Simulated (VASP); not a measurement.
# TePb (I4/mmm) in VASP: a series of runs

TePb is run at these levels: PBE, r2SCAN; tasks: single point.

Program: VASP 6.6.1. These are calculated values, not measurements. Logs are shortened: lines on timing, memory, paths and dates and some standing lists are left out, and cuts for length are marked.

## 1. The cell of the first run

The structure is tetragonal, space group I4/mmm (No. 139). The conventional cell has a = 4.793 Å, b = 4.793 Å, c = 6.536 Å, α = 90.00°, β = 90.00°, γ = 90.00°. Within 4.3 Å of Pb (site symmetry 4/mmm) lie 6 Te at 3.27 to 3.39 Å. Within 4.3 Å of Te (site symmetry 4/mmm) lie 6 Pb at 3.27 to 3.39 Å.

## 2. Single point, PBE (biaxial xy strain +3.7%)

INCAR reads:

```
ALGO = Normal
EDIFF = 1E-7
ENCUT = 520
GGA = PE
ISIF = 2
ISMEAR = -1
LASPH = True
LCHARG = False
LREAL = False
LWAVE = False
NBANDS = 17
NELM = 80
PREC = Accurate
SIGMA = 0.02
```

KPOINTS reads:

```
k-points
0
Gamma
  8 8 8
```

POSCAR reads:

```
TePb
1.0
    0.0000000000      3.3894003779      3.2678368472
    3.3894003779      0.0000000000      3.2678368472
    3.3894003779      3.3894003779      0.0000000000
Pb Te
1 1
Direct
    0.0000000000      0.0000000000      0.0000000000
    0.5000000000      0.5000000000      0.5000000000
```

Potentials or basis: VASP PAW PBE potentials, release 64 (Pb_d, Te).

Run with:

```bash
$ cat potpaw_PBE.64/Pb_d/POTCAR potpaw_PBE.64/Te/POTCAR > POTCAR
$ mpirun -np 1 vasp_std > vasp.out
```

OUTCAR:

```text
EDIFF = 1E-7
   ENCUT = 520
   GGA = PE
   ISIF = 2
   ISMEAR = -1
   LASPH = True
   LREAL = False
   NELM = 80
   PREC = Accurate

 ion  position               nearest neighbor table
   1  0.000  0.000  0.000-   2 3.27   2 3.27   2 3.39   2 3.39   2 3.39   2 3.39
   2  0.500  0.500  0.500-   1 3.27   1 3.27   1 3.39   1 3.39   1 3.39   1 3.39

  LATTYP: Found a body centered tetragonal cell.
 ALAT       =     4.7933359827
 C/A-ratio  =     1.3634916722

  Lattice vectors:

 A1 = (   0.0000000000,  -3.3894003779,  -3.2678368472)
 A2 = (   0.0000000000,   3.3894003779,  -3.2678368472)
 A3 = (   3.3894003779,   0.0000000000,   3.2678368472)

Analysis of symmetry for initial positions (statically):
=====================================================================
 Subroutine PRICEL returns:
 Original cell was already a primitive cell.

 Routine SETGRP: Setting up the symmetry group for a
 body centered tetragonal supercell.

 Subroutine GETGRP returns: Found 16 space group operations
 (whereof 16 operations were pure point group operations)
 out of a pool of 16 trial point group operations.

The static configuration has the point symmetry D_4h.

Analysis of symmetry for dynamics (positions and initial velocities):
=====================================================================
 Subroutine PRICEL returns:
 Original cell was already a primitive cell.

 Routine SETGRP: Setting up the symmetry group for a
 body centered tetragonal supercell.

 Subroutine GETGRP returns: Found 16 space group operations
 (whereof 16 operations were pure point group operations)
 out of a pool of 16 trial point group operations.

The dynamic configuration has the point symmetry D_4h.

 Subroutine INISYM returns: Found 16 space group operations
 (whereof 16 operations are pure point group operations),
 and found     1 'primitive' translations

----------------------------------------------------------------------------------------

                                     Primitive cell

  volume of cell :      75.0820

  direct lattice vectors                    reciprocal lattice vectors
     0.000000000  3.389400378  3.267836847    -0.147518718  0.147518718  0.153006415
     3.389400378  0.000000000  3.267836847     0.147518718 -0.147518718  0.153006415
     3.389400378  3.389400378  0.000000000     0.147518718  0.147518718 -0.153006415

  length of vectors
     4.708162336  4.708162336  4.793335983     0.258717041  0.258717041  0.258717041

  position of ions in fractional coordinates (direct lattice)
     0.000000000  0.000000000  0.000000000
     0.500000000  0.500000000  0.500000000

  ion indices of the primitive-cell ions
   primitive index   ion index
                 1           1
                 2           2

----------------------------------------------------------------------------------------

 KPOINTS: k-points

Automatic generation of k-mesh.
 Grid dimensions read from file:
 generate k-points for:    8    8    8

 Generating k-lattice:

  Cartesian coordinates                     Fractional coordinates (reciprocal lattice)
    -0.018439840  0.018439840  0.019125802     0.125000000  0.000000000  0.000000000
     0.018439840 -0.018439840  0.019125802     0.000000000  0.125000000  0.000000000
     0.018439840  0.018439840 -0.019125802    -0.000000000 -0.000000000  0.125000000

  Length of vectors
     0.032339630  0.032339630  0.032339630

  Shift w.r.t. Gamma in fractional coordinates (k-lattice)
     0.000000000  0.000000000  0.000000000

 Subroutine IBZKPT returns following result:
 ===========================================

 Found     59 irreducible k-points:

 Following reciprocal coordinates:
            Coordinates               Weight
  0.000000  0.000000  0.000000      1.000000
  0.125000  0.000000  0.000000      8.000000
  0.250000  0.000000  0.000000      8.000000
  0.375000 -0.000000  0.000000      8.000000
  0.500000  0.000000  0.000000      4.000000
  0.125000  0.125000  0.000000      2.000000
[... 16 lines left out ...]
  0.250000 -0.000000  0.125000     16.000000
  0.375000  0.000000  0.125000     16.000000
 [... further k-points ...]
   k-points           NKPTS =     59   k-points in BZ     NKDIM =     59   number of bands    NBANDS=     17
   number of dos      NEDOS =    301   number of ions     NIONS =      2
   total plane-waves  NPLWV =  46656
   dimension x,y,z NGX =    36 NGY =   36 NGZ =   36
   dimension x,y,z NGXF=    72 NGYF=   72 NGZF=   72
   ions per type =               1   1
   NGX,Y,Z   is equivalent  to a cutoff of  12.71, 12.71, 12.49 a.u.
   NGXF,Y,Z  is equivalent  to a cutoff of  25.42, 25.42, 24.97 a.u.
 SYSTEM =  unknown system
   PREC   = accura    normal or accurate (medium, high low for compatibility)
   ISTART =      0    job   : 0-new  1-cont  2-samecut
   ICHARG =      2    charge: 1-file 2-atom 10-const
   ISPIN  =      1    spin polarized calculation?
   LNONCOLLINEAR =      F non collinear calculations
   LSORBIT =      F    spin-orbit coupling
   LASPH  =      T    aspherical Exc in radial PAW
   ENCUT  =  520.0 eV  38.22 Ry    6.18 a.u.   8.75  8.75  8.91*2*pi/ulx,y,z
   NELM   =     80;   NELMIN=  2; NELMDL= -5     # of ELM steps
   EDIFF  = 0.1E-06   stopping-criterion for ELM
   LREAL  =      F    real-space projection
   EDIFFG = 0.1E-05   stopping-criterion for IOM
   NSW    =      0    number of steps for IOM
   IBRION =     -1    ionic relax: 0-MD 1-quasi-New 2-CG
   NFREE  =      0    steps in history (QN), initial steepest desc. (CG)
   ISIF   =      2    stress and relaxation
   ISYM   =      2    0-nonsym 1-usesym 2-fastsym
   POTIM  = 0.5000    time-step for ionic-motion
   TEBEG  =    0.0;   TEEND  =   0.0 temperature during run
   PSTRESS=    0.0 pullay stress
   NELECT =      20.0000    total number of electrons
   NUPDOWN=      -1.0000    fix difference up-down
   EMIN   =  10.00;   EMAX   =-10.00  energy-range for DOS
   EFERMI =   0.00;   METHOD = LEGACY
   ISMEAR =    -1;   SIGMA  =   0.02  broadening in eV -4-tet -1-fermi 0-gaus
   EFERMI_NEDOS =   21; number of points for ismear=-14 and -15
   IALGO  =     38    algorithm
   IMIX   =      4    mixing-type and parameters
     AMIX     =   0.40;   BMIX     =  1.00
     AMIX_MAG =   1.60;   BMIX_MAG =  1.00
  volume/ion in A,a.u.               =      37.54       253.34
  Fermi-wavevector in a.u.,A,eV,Ry     =   1.053350  1.990543 15.096299  1.109547
  Thomas-Fermi vector in A             =   2.188468
   LORBIT       =      0    0 simple, 1 ext, 2 COOP (PROOUT), +10 PAW based schemes
   GGA     = PE    functional components
   LHFCALC =     F    Hartree Fock is set to
   AEXX    =    0.0000 exact exchange contribution
   IVDW    =     0    specifies the selected vdW correction
   LEPSILON=     F    determine dielectric tensor
   LRPA    =     F    only Hartree local field effects (RPA)
 non-spin polarized calculation
  energy-cutoff  :      520.00
  volume of cell :       75.08
 maximum number of plane-waves:      2041
   NGX = 17   NGY = 17   NGZ = 17

 number of electron      19.9999999 magnetization

 Free energy of the ion-electron system (eV)
  ---------------------------------------------------
  ext. energy  EPLUGINS =         0.00000000
  ---------------------------------------------------
  free energy    TOTEN  =        -7.47966714 eV

  energy without entropy =       -7.47966714  energy(sigma->0) =       -7.47966714

 E-fermi :   4.7602     XC(G=0):  -8.8245

 val. band max:        4.3500505546   @ k =   0.5000   0.0000   0.0000
 cond. band min:       5.2205466271   @ k =   0.5000   0.0000   0.0000
 fundamental gap:      0.8704960724
 Fermi energy:         4.7602227678

 k-point     1 :       0.0000    0.0000    0.0000
  band No.  band energies     occupation
      1     -12.2800      2.00000
      2     -12.2776      2.00000
      3     -12.2631      2.00000
      4     -12.2631      2.00000
      5     -12.2615      2.00000
      6      -6.8817      2.00000
[... 9 lines left out ...]
     16      10.4902      0.00000
     17      11.3324      0.00000

 k-point     2 :       0.1250    0.0000    0.0000
  band No.  band energies     occupation
      1     -12.2806      2.00000
      2     -12.2770      2.00000
      3     -12.2631      2.00000
      4     -12.2618      2.00000
      5     -12.2617      2.00000
      6      -6.7675      2.00000
[... 9 lines left out ...]
     16      10.6749      0.00000
     17      12.2008      0.00000

 k-point     3 :       0.2500    0.0000    0.0000
  band No.  band energies     occupation
      1     -12.2826      2.00000
      2     -12.2761      2.00000
      3     -12.2658      2.00000
      4     -12.2593      2.00000
      5     -12.2579      2.00000
      6      -6.4422      2.00000
[... 9 lines left out ...]
     16      11.3722      0.00000
     17      13.8714      0.00000

 k-point     4 :       0.3750   -0.0000    0.0000
  band No.  band energies     occupation
      1     -12.2850      2.00000
      2     -12.2763      2.00000
      3     -12.2677      2.00000
      4     -12.2564      2.00000
      5     -12.2537      2.00000
      6      -5.9877      2.00000
[... 9 lines left out ...]
     16      12.5377      0.00000
     17      14.5181      0.00000
[... 343 lines left out ...]
      1     -12.2821      2.00000
      2     -12.2758      2.00000
      3     -12.2639      2.00000
      4     -12.2620      2.00000
      5     -12.2605      2.00000
      6      -6.7372      2.00000
[... 9 lines left out ...]
     16      11.1637      0.00000
     17      11.8159      0.00000

 k-point    23 :       0.2500   -0.0000    0.1250
  band No.  band energies     occupation
      1     -12.2849      2.00000
      2     -12.2741      2.00000
      3     -12.2639      2.00000
      4     -12.2628      2.00000
      5     -12.2571      2.00000
      6      -6.4917      2.00000
[... 9 lines left out ...]
     16      11.8506      0.00000
     17      12.7939      0.00000

 k-point    24 :       0.3750    0.0000    0.1250
  band No.  band energies     occupation
      1     -12.2874      2.00000
      2     -12.2740      2.00000
      3     -12.2658      2.00000
      4     -12.2600      2.00000
      5     -12.2535      2.00000
      6      -6.0843      2.00000
[... 9 lines left out ...]
     16      12.9229      0.00000
     17      14.1625      0.00000

 [... further k-points ...]

------------------------ aborting loop because EDIFF is reached ----------------------------------------

  FORCE on cell =-STRESS in cart. coord.  units (eV):
  Direction    XX          YY          ZZ          XY          YZ          ZX
  --------------------------------------------------------------------------------------
  -------------------------------------------------------------------------------------
  Total       -1.3232918     -1.3232918      0.0547452      0.0000000      0.0000000     -0.0000000
  in kB      -28.2377498    -28.2377498      1.1682087      0.0000000      0.0000000     -0.0000000
  external PRESSURE =     -18.4357637 kB  Pullay stress =       0.0000000 kB

 VOLUME and BASIS-vectors are now :
 -----------------------------------------------------------------------------
  energy-cutoff  :      520.00
  volume of cell :       75.08
      direct lattice vectors                 reciprocal lattice vectors
     0.000000000  3.389400378  3.267836847    -0.147518718  0.147518718  0.153006415
     3.389400378  0.000000000  3.267836847     0.147518718 -0.147518718  0.153006415
     3.389400378  3.389400378  0.000000000     0.147518718  0.147518718 -0.153006415

 POSITION                                       TOTAL-FORCE (eV/Angst)
 -----------------------------------------------------------------------------------
      0.00000      0.00000      0.00000        -0.000000      0.000000      0.000000
      3.38940      3.38940      3.26784         0.000000     -0.000000     -0.000000
 -----------------------------------------------------------------------------------
    total drift:                               -0.000000      0.000000      0.000000

  FREE ENERGIE OF THE ION-ELECTRON SYSTEM (eV)
  ---------------------------------------------------
  free  energy   TOTEN  =        -7.4796671403 eV

  energy  without entropy=       -7.4796671403  energy(sigma->0) =       -7.47966714
```

Run time: 63 s. Hardware: 1 thread of AMD EPYC 7R43 (Zen 3), shared host; peak memory 0.21 GiB.

What came out:

* Free energy: -7.4797 eV
* Pressure: -1.8 GPa
* Band gap on the k mesh: 0.87 eV, direct

Stress tensor (GPa, compression positive):
```
-2.82  0.00  0.00
 0.00 -2.82  0.00
 0.00  0.00  0.12
```

Levels at points of the mesh, in eV from the valence-band top:
```tsv
k point	band 7	band 8	band 9	band 10	band 11	band 12	band 13	band 14
(0.00, 0.00, 0.00)	-5.88	-1.22	-0.88	-0.88	3.66	3.66	4.43	5.93
(0.50, 0.00, 0.00)	-8.13	-0.64	-0.58	0.00	0.87	1.41	1.56	8.23
(0.50, 0.50, 0.00)	-7.32	-3.79	-2.29	-2.29	3.64	4.97	4.97	6.42
(0.50, 0.00, 0.50)	-7.11	-3.71	-2.41	-2.04	3.74	4.71	5.53	5.91
```

Caveat: the cell differs from its parent crystal (biaxial xy strain +3.7%); spin-orbit coupling is left out, which moves the levels of the heavy elements.

## 3. Single point, r2SCAN (biaxial xy strain +3.7%)

POSCAR is that of step 2.

INCAR.step1 reads:

```
PREC = Accurate
ENCUT = 520
ISMEAR = 0
SIGMA = 0.01
LREAL = F
LASPH = T
NELM = 100
NBANDS = 17
GGA = PE
ALGO = Normal
EDIFF = 1E-4
LWAVE = T
LCHARG = F
```

INCAR.step2 reads:

```
PREC = Accurate
ENCUT = 520
EDIFF = 1E-6
ISMEAR = 0
SIGMA = 0.01
LREAL = F
LASPH = T
NELM = 100
ALGO = Normal
ISIF = 2
LWAVE = F
LCHARG = F
METAGGA = R2SCAN
LMIXTAU = T
NBANDS = 17
ISTART = 1
```

KPOINTS reads:

```
regular mesh
0
Gamma
  8 8 8
```

Potentials or basis: VASP PAW PBE potentials, release 64 (Pb_d, Te).

Run with:

```bash
$ cat potpaw_PBE.64/Pb_d/POTCAR potpaw_PBE.64/Te/POTCAR > POTCAR
$ cp INCAR.step1 INCAR
$ mpirun -np 1 vasp_std > vasp.out
$ cp INCAR.step2 INCAR
$ mpirun -np 1 vasp_std > vasp.out
```

Wall time 4.7 min (1 thread of AMD EPYC 7R43 (Zen 3), shared host); peak memory 0.23 GiB.

Results (log left out):

* Free energy: -82.6438 eV
* Pressure: -2.5 GPa
* Band gap on the k mesh: 1.16 eV, direct

Stress tensor (GPa, compression positive):
```
-3.50  0.00  0.00
 0.00 -3.50  0.00
 0.00  0.00 -0.50
```

Levels at points of the mesh, in eV from the valence-band top:
| k point | band 6 | band 7 | band 8 | band 9 | band 10 | band 11 | band 12 | band 13 | band 14 | band 15 |
| --- | --- | --- | --- | --- | --- | --- | --- | --- | --- | --- |
| (0.00, 0.00, 0.00) | -11.68 | -5.93 | -1.34 | -0.98 | -0.98 | 3.93 | 3.93 | 4.74 | 6.34 | 6.34 |
| (0.50, 0.00, 0.00) | -10.43 | -8.40 | -0.74 | -0.68 | 0.00 | 1.16 | 1.59 | 1.74 | 8.76 | 9.35 |
| (0.50, 0.50, 0.00) | -10.12 | -7.52 | -3.95 | -2.42 | -2.42 | 3.93 | 5.31 | 5.31 | 6.88 | 10.28 |
| (0.50, 0.00, 0.50) | -10.33 | -7.29 | -3.85 | -2.55 | -2.16 | 4.05 | 5.04 | 5.90 | 6.34 | 10.10 |

Caveat: the cell differs from its parent crystal (biaxial xy strain +3.7%); the PAW data sets were made with another functional, which shifts forces and pressure a little; spin-orbit coupling is left out, which moves the levels of the heavy elements.
